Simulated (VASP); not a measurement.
Here is a VASP 6.6.1 calculation.

The input INCAR:

```
SYSTEM = AlN
PREC = Accurate
ENCUT = 600
EDIFF = 1E-6
ISMEAR = 0
SIGMA = 0.02
LREAL = .False.
LASPH = .True.
NELM = 120
ALGO = Normal
ISIF = 2
LWAVE = .False.
LCHARG = .False.
GGA = CA
NBANDS = 11
GGA_COMPAT = .False.
```

KPOINTS

```
regular mesh
0
Gamma
  8 8 8
  0 0 0
```

The input POSCAR:

```
AlN
1.0
    0.0000000000      2.0050898363      2.0050898363
    2.0050898363      0.0000000000      2.0050898363
    2.0050898363      2.0050898363      0.0000000000
Al N
1 1
Direct
    0.5000000000      0.5000000000      0.5000000000
    0.0000000000      0.0000000000      0.0000000000
```

Potentials or basis: VASP PAW LDA potentials, release 64 (Al, N).

Launch:

```bash
$ cat potpaw_LDA.64/Al/POTCAR potpaw_LDA.64/N/POTCAR > POTCAR
$ mpirun -np 1 vasp_std > vasp.out
```

Q: Estimate the pressure.

A: 0.7 GPa.

Q: Predict the band gap on the k mesh.

A: 4.70 eV, indirect (least direct gap 6.13 eV).

A k mesh can miss the band edges. Expect the measured gap to be larger: semilocal functionals such as LDA lack the derivative discontinuity.
